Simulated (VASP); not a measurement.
Input of a VASP 6.6.1 run:

The input INCAR:

```
SYSTEM = LiRu2
  PREC = Accurate
  ENCUT = 520
  EDIFF = 1E-6
  ISMEAR = 0
  SIGMA = 0.1
  LREAL = .False.
  LASPH = .True.
  NELM = 60
  ALGO = Normal
  ISIF = 2
  LWAVE = .False.
  LCHARG = .False.
  GGA = PE
  NBANDS = 22
```

The input KPOINTS:

```
regular mesh
0
Gamma
  6 6 6
  0 0 0
```

Contents of POSCAR:

```
LiRu2
1.0
    3.3666376314      0.0000000000      0.0000000000
   -1.6833188157      2.9155937141      0.0000000000
    0.0000000000      0.0000000000      3.6350738545
Li Ru
1 2
Direct
    0.0000000000      0.0000000000      0.0000000000
    0.3333333333      0.6666666667      0.5000000000
    0.6666666667      0.3333333333      0.5000000000
```

Potentials or basis: VASP PAW PBE potentials, release 64 (Li_sv, Ru_pv).

The run is started by

```console
$ cat potpaw_PBE.64/Li_sv/POTCAR potpaw_PBE.64/Ru_pv/POTCAR > POTCAR
$ mpirun -np 1 vasp_std > vasp.out
```

(1) Estimate the band gap on the k mesh.

## Answers

(1) zero (an odd number of electrons rules out a gap without spin polarisation).
